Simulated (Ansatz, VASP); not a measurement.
**AlAs in VASP and in Ansatz**

```
CELL_PARAMETERS angstrom
0.00000 2.84000 2.84000
2.84000 0.00000 2.84000
2.84000 2.84000 0.00000
ATOMIC_POSITIONS crystal
Al 0.00000 0.00000 0.00000
As 0.25000 0.25000 0.25000
```

Alike in both runs: task relaxation of cell and atoms; functional PBE; k mesh 8 × 8 × 8; occupations gaussian, width 0.02 eV; no spin polarisation.

```csv
,VASP,Ansatz
version,VASP 6.6.1,Ansatz 0.2.0
potentials or method,"VASP PAW PBE potentials, release 64 (Al, As), cutoff 500 eV","scalar-relativistic, plane waves, PAW"
valence electrons in the cell,8,18
```

|  | VASP | Ansatz | Ansatz less VASP |
| --- | --- | --- | --- |
| gap on the k mesh at the Fermi level, each at its own relaxed structure (eV) | 1.50 | 1.50 | +0.005 |
| relaxed volume (Å³/atom) | 23.55 | 23.49 | -0.060 |
| relaxed length of the cell vector where the two differ most in proportion (Å) | 4.054 | 4.050 | -0.0035 |

VASP's potentials hold 8 valence electrons a cell and Ansatz's 18, so a difference there can come from the potentials and not from the codes.
